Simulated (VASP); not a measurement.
# Be (P6_3/mmc) in VASP: further runs

Runs on Be. Level: PBE. Tasks: single point, relaxation of cell and atoms.

Everything below comes from runs of VASP 6.6.1. Logs are shortened: lines on timing, memory, paths and dates and some standing lists are left out, and cuts for length are marked.

### Step 1. The cell of the first run

The structure is hexagonal, space group P6_3/mmc (No. 194). Conventional cell: a = 2.280 Å, b = 2.280 Å, c = 3.527 Å, α = 90.00°, β = 90.00°, γ = 120.00°. Be (site symmetry -6m2) has 12 Be at 2.20 to 2.28 Å within 2.9 Å.

### Step 2. Single point, PBE

The input, INCAR:

```
PREC = Accurate ; ENCUT = 520
EDIFF = 1E-7 ; ISMEAR = 0
SIGMA = 0.05 ; LREAL = False
LASPH = True ; NELM = 60
ALGO = Fast ; ISIF = 2
LWAVE = False ; LCHARG = False
GGA = PE ; NBANDS = 9
```

The input, KPOINTS:

```
Automatic mesh
0
Gamma
  10 10 6
```

The input, POSCAR:

```
Be
1.0
    2.2797618160      0.0000000000      0.0000000000
   -1.1398809080      1.9743316473      0.0000000000
    0.0000000000      0.0000000000      3.5273289540
Be
2
Direct
    0.3333333333      0.6666666667      0.7500000000
    0.6666666667      0.3333333333      0.2500000000
```

Potentials or basis: VASP PAW PBE potentials, release 64 (Be).

Launch:

```
> cat potpaw_PBE.64/Be/POTCAR > POTCAR
> mpirun -np 1 vasp_std > vasp.out
```

OUTCAR:

```text
PREC = Accurate
   ENCUT = 520
   EDIFF = 1E-7
   ISMEAR = 0
   LREAL = False
   LASPH = True
   NELM = 60
   ISIF = 2
   GGA = PE

 ion  position               nearest neighbor table
   1  0.333  0.667  0.750-   2 2.20   2 2.20   2 2.20   2 2.20   2 2.20   2 2.20
   2  0.667  0.333  0.250-   1 2.20   1 2.20   1 2.20   1 2.20   1 2.20   1 2.20

  LATTYP: Found a hexagonal cell.
 ALAT       =     2.2797618160
 C/A-ratio  =     1.5472357372

  Lattice vectors:

 A1 = (   2.2797618160,   0.0000000000,   0.0000000000)
 A2 = (  -1.1398809080,   1.9743316473,   0.0000000000)
 A3 = (   0.0000000000,   0.0000000000,   3.5273289540)

Analysis of symmetry for initial positions (statically):
=====================================================================
 Subroutine PRICEL returns:
 Original cell was already a primitive cell.

 Routine SETGRP: Setting up the symmetry group for a
 hexagonal supercell.

 Subroutine GETGRP returns: Found 24 space group operations
 (whereof 12 operations were pure point group operations)
 out of a pool of 24 trial point group operations.

The static configuration has the point symmetry D_3d.
 The point group associated with its full space group is D_6h.

Analysis of symmetry for dynamics (positions and initial velocities):
=====================================================================
 Subroutine PRICEL returns:
 Original cell was already a primitive cell.

 Routine SETGRP: Setting up the symmetry group for a
 hexagonal supercell.

 Subroutine GETGRP returns: Found 24 space group operations
 (whereof 12 operations were pure point group operations)
 out of a pool of 24 trial point group operations.

The dynamic configuration has the point symmetry D_3d.
 The point group associated with its full space group is D_6h.

 Subroutine INISYM returns: Found 24 space group operations
 (whereof 12 operations are pure point group operations),
 and found     1 'primitive' translations

----------------------------------------------------------------------------------------

                                     Primitive cell

  volume of cell :      15.8765

  direct lattice vectors                    reciprocal lattice vectors
     2.279761816  0.000000000  0.000000000     0.438642315  0.253250258  0.000000000
    -1.139880908  1.974331647  0.000000000     0.000000000  0.506500517  0.000000000
     0.000000000  0.000000000  3.527328954     0.000000000  0.000000000  0.283500635

  length of vectors
     2.279761816  2.279761816  3.527328954     0.506500517  0.506500517  0.283500635

  position of ions in fractional coordinates (direct lattice)
     0.333333333  0.666666667  0.750000000
     0.666666667  0.333333333  0.250000000

  ion indices of the primitive-cell ions
   primitive index   ion index
                 1           1
                 2           2

----------------------------------------------------------------------------------------

 KPOINTS: Automatic mesh

Automatic generation of k-mesh.
 Grid dimensions read from file:
 generate k-points for:   10   10    6

 Generating k-lattice:

  Cartesian coordinates                     Fractional coordinates (reciprocal lattice)
     0.043864231  0.025325026  0.000000000     0.100000000  0.000000000  0.000000000
     0.000000000  0.050650052  0.000000000     0.000000000  0.100000000  0.000000000
     0.000000000  0.000000000  0.047250106     0.000000000  0.000000000  0.166666667

  Length of vectors
     0.050650052  0.050650052  0.047250106

  Shift w.r.t. Gamma in fractional coordinates (k-lattice)
     0.000000000  0.000000000  0.000000000

 Subroutine IBZKPT returns following result:
 ===========================================

 Found     56 irreducible k-points:

 Following reciprocal coordinates:
            Coordinates               Weight
  0.000000  0.000000  0.000000      1.000000
  0.100000  0.000000  0.000000      6.000000
  0.200000  0.000000  0.000000      6.000000
  0.300000  0.000000  0.000000      6.000000
  0.400000  0.000000  0.000000      6.000000
  0.500000 -0.000000  0.000000      3.000000
[... 16 lines left out ...]
  0.300000  0.100000  0.166667     24.000000
  0.400000  0.100000  0.166667     24.000000
 [... further k-points ...]
   k-points           NKPTS =     56   k-points in BZ     NKDIM =     56   number of bands    NBANDS=      9
   number of dos      NEDOS =    301   number of ions     NIONS =      2
   total plane-waves  NPLWV =   9072
   dimension x,y,z NGX =    18 NGY =   18 NGZ =   28
   dimension x,y,z NGXF=    36 NGYF=   36 NGZF=   56
   ions per type =               2
   NGX,Y,Z   is equivalent  to a cutoff of  13.13, 13.13, 13.20 a.u.
   NGXF,Y,Z  is equivalent  to a cutoff of  26.25, 26.25, 26.39 a.u.
 SYSTEM =  unknown system
   PREC   = accura    normal or accurate (medium, high low for compatibility)
   ISTART =      0    job   : 0-new  1-cont  2-samecut
   ICHARG =      2    charge: 1-file 2-atom 10-const
   ISPIN  =      1    spin polarized calculation?
   LNONCOLLINEAR =      F non collinear calculations
   LSORBIT =      F    spin-orbit coupling
   LASPH  =      T    aspherical Exc in radial PAW
   ENCUT  =  520.0 eV  38.22 Ry    6.18 a.u.   4.24  4.24  6.56*2*pi/ulx,y,z
   NELM   =     60;   NELMIN=  2; NELMDL= -5     # of ELM steps
   EDIFF  = 0.1E-06   stopping-criterion for ELM
   LREAL  =      F    real-space projection
   EDIFFG = 0.1E-05   stopping-criterion for IOM
   NSW    =      0    number of steps for IOM
   IBRION =     -1    ionic relax: 0-MD 1-quasi-New 2-CG
   NFREE  =      0    steps in history (QN), initial steepest desc. (CG)
   ISIF   =      2    stress and relaxation
   ISYM   =      2    0-nonsym 1-usesym 2-fastsym
   POTIM  = 0.5000    time-step for ionic-motion
   TEBEG  =    0.0;   TEEND  =   0.0 temperature during run
   PSTRESS=    0.0 pullay stress
   NELECT =       4.0000    total number of electrons
   NUPDOWN=      -1.0000    fix difference up-down
   EMIN   =  10.00;   EMAX   =-10.00  energy-range for DOS
   EFERMI =   0.00;   METHOD = LEGACY
   ISMEAR =     0;   SIGMA  =   0.05  broadening in eV -4-tet -1-fermi 0-gaus
   EFERMI_NEDOS =   21; number of points for ismear=-14 and -15
   IALGO  =     68    algorithm
   IMIX   =      4    mixing-type and parameters
     AMIX     =   0.40;   BMIX     =  1.00
     AMIX_MAG =   1.60;   BMIX_MAG =  1.00
  volume/ion in A,a.u.               =       7.94        53.57
  Fermi-wavevector in a.u.,A,eV,Ry     =   1.033974  1.953928 14.546021  1.069102
  Thomas-Fermi vector in A             =   2.168247
   LORBIT       =      0    0 simple, 1 ext, 2 COOP (PROOUT), +10 PAW based schemes
   GGA     = PE    functional components
   LHFCALC =     F    Hartree Fock is set to
   AEXX    =    0.0000 exact exchange contribution
   IVDW    =     0    specifies the selected vdW correction
   LEPSILON=     F    determine dielectric tensor
   LRPA    =     F    only Hartree local field effects (RPA)
 non-spin polarized calculation
 RMM-DIIS sequential band-by-band and
 Gauss-broadening in eV      SIGMA  =   0.05
  energy-cutoff  :      520.00
  volume of cell :       15.88
 maximum number of plane-waves:       439
 NGX is ok and might be reduce to    18
   NGX =  9   NGY =  9   NGZ = 13

 number of electron       4.0000000 magnetization

 Free energy of the ion-electron system (eV)
  ---------------------------------------------------
  ext. energy  EPLUGINS =         0.00000000
  ---------------------------------------------------
  free energy    TOTEN  =        -7.51014466 eV

  energy without entropy =       -7.51014219  energy(sigma->0) =       -7.51014342

 E-fermi :   6.9751     XC(G=0): -10.5914

 val. band max:        6.8513200105   @ k =   0.3000   0.2000   0.0000
 cond. band min:       7.0991330247   @ k =   0.3000   0.3000   0.3333
 fundamental gap:      0.2478130142
 Fermi energy:         6.9750905321

 k-point     1 :       0.0000    0.0000    0.0000
  band No.  band energies     occupation
      1      -4.3363      2.00000
      2       2.7311      2.00000
      3       8.3930      0.00000
      4      22.5830      0.00000
      5      22.5830      0.00000
      6      25.5172      0.00000
      7      25.5172      0.00000
      8      28.2004      0.00000
      9      33.7749      0.00000

 k-point     2 :       0.1000    0.0000    0.0000
  band No.  band energies     occupation
      1      -4.0523      2.00000
      2       3.1019      2.00000
      3       8.4660      0.00000
      4      20.5002      0.00000
      5      21.1658      0.00000
      6      25.5423      0.00000
      7      26.1434      0.00000
      8      27.4953      0.00000
      9      30.6694      0.00000

 k-point     3 :       0.2000    0.0000    0.0000
  band No.  band energies     occupation
      1      -3.1992      2.00000
      2       4.2099      2.00000
      3       8.5809      0.00000
      4      16.6553      0.00000
      5      19.1044      0.00000
      6      24.8466      0.00000
      7      24.9069      0.00000
      8      25.8828      0.00000
      9      27.1096      0.00000

 k-point     4 :       0.3000    0.0000    0.0000
  band No.  band energies     occupation
      1      -1.7796      2.00000
      2       6.0372      2.00000
      3       8.0593      0.00000
      4      13.7402      0.00000
      5      17.4622      0.00000
      6      20.6209      0.00000
      7      21.8085      0.00000
      8      24.9519      0.00000
      9      26.3373      0.00000

 k-point     5 :       0.4000    0.0000    0.0000
  band No.  band energies     occupation
      1       0.1664      2.00000
      2       5.8761      2.00000
      3       8.5084      0.00000
      4      13.3577      0.00000
      5      16.3309      0.00000
      6      16.4387      0.00000
      7      18.7252      0.00000
      8      24.1996      0.00000
      9      26.3366      0.00000

 k-point     6 :       0.5000   -0.0000    0.0000
  band No.  band energies     occupation
      1       1.9401      2.00000
      2       3.7894      2.00000
      3      10.6495      0.00000
      4      13.5443      0.00000
      5      13.9308      0.00000
      6      16.0929      0.00000
      7      17.1876      0.00000
      8      23.9266      0.00000
      9      26.3617      0.00000
[... 169 lines left out ...]
 k-point    21 :       0.1000    0.1000    0.1667
  band No.  band energies     occupation
      1      -3.2364      2.00000
      2       2.4835      2.00000
      3      10.4854      0.00000
      4      18.3722      0.00000
      5      19.1000      0.00000
      6      24.3264      0.00000
      7      24.8243      0.00000
      8      25.6054      0.00000
      9      30.0697      0.00000

 k-point    22 :       0.2000    0.1000    0.1667
  band No.  band energies     occupation
      1      -2.0974      2.00000
      2       3.7167      2.00000
      3      10.6026      0.00000
      4      14.8349      0.00000
      5      17.0839      0.00000
      6      21.1517      0.00000
      7      23.2560      0.00000
      8      24.8025      0.00000
      9      28.7916      0.00000

 k-point    23 :       0.3000    0.1000    0.1667
  band No.  band energies     occupation
      1      -0.4029      2.00000
      2       5.2012      2.00000
      3       9.3098      0.00000
      4      13.4325      0.00000
      5      15.0243      0.00000
      6      18.0833      0.00000
      7      21.8368      0.00000
      8      23.1526      0.00000
      9      28.0556      0.00000

 k-point    24 :       0.4000    0.1000    0.1667
  band No.  band energies     occupation
      1       1.7121      2.00000
      2       4.6823      2.00000
      3       9.2946      0.00000
      4      12.1489      0.00000
      5      13.9789      0.00000
      6      16.8877      0.00000
      7      20.2794      0.00000
      8      22.1523      0.00000
      9      27.6915      0.00000

 [... further k-points ...]

------------------------ aborting loop because EDIFF is reached ----------------------------------------

  FORCE on cell =-STRESS in cart. coord.  units (eV):
  Direction    XX          YY          ZZ          XY          YZ          ZX
  --------------------------------------------------------------------------------------
  -------------------------------------------------------------------------------------
  Total        0.0111519      0.0111519      0.0262732      0.0000000      0.0000000      0.0000000
  in kB        1.1253939      1.1253939      2.6513534      0.0000000      0.0000000      0.0000000
  external PRESSURE =       1.6340471 kB  Pullay stress =       0.0000000 kB

 VOLUME and BASIS-vectors are now :
 -----------------------------------------------------------------------------
  energy-cutoff  :      520.00
  volume of cell :       15.88
      direct lattice vectors                 reciprocal lattice vectors
     2.279761816  0.000000000  0.000000000     0.438642315  0.253250258  0.000000000
    -1.139880908  1.974331647  0.000000000     0.000000000  0.506500517  0.000000000
     0.000000000  0.000000000  3.527328954     0.000000000  0.000000000  0.283500635

 POSITION                                       TOTAL-FORCE (eV/Angst)
 -----------------------------------------------------------------------------------
     -0.00000      1.31622      2.64550        -0.000000      0.000000      0.000000
      1.13988      0.65811      0.88183         0.000000     -0.000000      0.000000
 -----------------------------------------------------------------------------------
    total drift:                                0.000000     -0.000000      0.000000

  FREE ENERGIE OF THE ION-ELECTRON SYSTEM (eV)
  ---------------------------------------------------
  free  energy   TOTEN  =        -7.5101446589 eV

  energy  without entropy=       -7.5101421886  energy(sigma->0) =       -7.51014342
```

It took 6 s on 1 thread of Intel Xeon Platinum 8559C (Emerald Rapids), shared host; peak memory 0.12 GiB.

Results:

| Item | Value |
| --- | --- |
| Free energy | -7.5101 eV |
| Pressure | 0.2 GPa |
| Band gap on the k mesh | zero (bands 2 and 3 overlap by 0.78 eV) |

### Step 3. Relaxation of cell and atoms, PBE

This run uses another cell than the first one, of 8.15 Å³/atom.

The input, INCAR:

```
ALGO = Fast ; EDIFF = 1E-7
EDIFFG = -0.03 ; ENCUT = 600
GGA = PE ; IBRION = 2
ISIF = 3 ; ISMEAR = 0
LASPH = T ; LCHARG = F
LREAL = F ; LWAVE = F
NELM = 60 ; NSW = 80
PREC = Accurate ; SIGMA = 0.05
```

The input, KPOINTS:

```
k-points
0
Gamma
  10 10 6
```

The input, POSCAR:

```
Be
1.0
    2.2900000000      0.0000000000      0.0000000000
   -1.1450000000      1.9831981747      0.0000000000
    0.0000000000      0.0000000000      3.5884300000
Be
2
Direct
    0.3333333333      0.6666666667      0.7500000000
    0.6666666667      0.3333333333      0.2500000000
```

Potentials or basis: VASP PAW PBE potentials, release 64 (Be).

Launch:

```
> cat potpaw_PBE.64/Be/POTCAR > POTCAR
> mpirun -np 1 vasp_std > vasp.out
```

Wall time 6.2 s (1 thread of Intel Xeon Platinum 8559C (Emerald Rapids), shared host); peak memory 0.12 GiB.

The run converged. Its results:

```
Free energy                           : -7.5101 eV
Relaxed volume                        : 7.97 Å³/atom
Relaxed cell                          : a = 2.282 Å, b = 2.282 Å, c = 3.534 Å, α = 90.00°, β = 90.00°, γ = 120.00°
Space group after relaxing (to 0.1 Å) : P6_3/mmc (No. 194)
Energy gained by relaxing             : 2.9 meV/atom
Ionic steps                           : 2
Pressure after relaxing               : -0.3 GPa
Band gap on the k mesh                : zero (bands 2 and 3 overlap by 0.77 eV)
```

Stress tensor (GPa, compression positive):
```
-0.18  0.00  0.00
 0.00 -0.18  0.00
 0.00  0.00 -0.46
```

The path:
| step | energy change (eV) | largest force (eV/Å) | pressure (GPa) | volume (Å³) |
| --- | --- | --- | --- | --- |
| 1 | 0.0000 | 0.0000 | -3.06 | 16.30 |
| 2 | -0.0059 | 0.0000 | -0.28 | 15.93 |

Final structure:
```
CELL_PARAMETERS angstrom
2.28168 0.00000 0.00000
-1.14084 1.97599 0.00000
0.00000 0.00000 3.53377
ATOMIC_POSITIONS crystal
Be 0.33333 0.66667 0.75000
Be 0.66667 0.33333 0.25000
```

Levels at points of the mesh, in eV from the Fermi level:
```tsv
k point	band 1	band 2	band 3	band 4	band 5	band 6
(0.00, 0.00, 0.00)	-11.30	-4.25	1.38	15.58	15.58	18.50
(0.50, 0.00, 0.00)	-5.02	-3.18	3.66	6.55	6.92	9.10
(0.00, 0.00, 0.50)	-9.09	-9.09	11.15	11.15	17.29	17.29
(0.50, 0.00, 0.50)	-3.61	-3.61	1.51	1.51	11.77	11.77
```
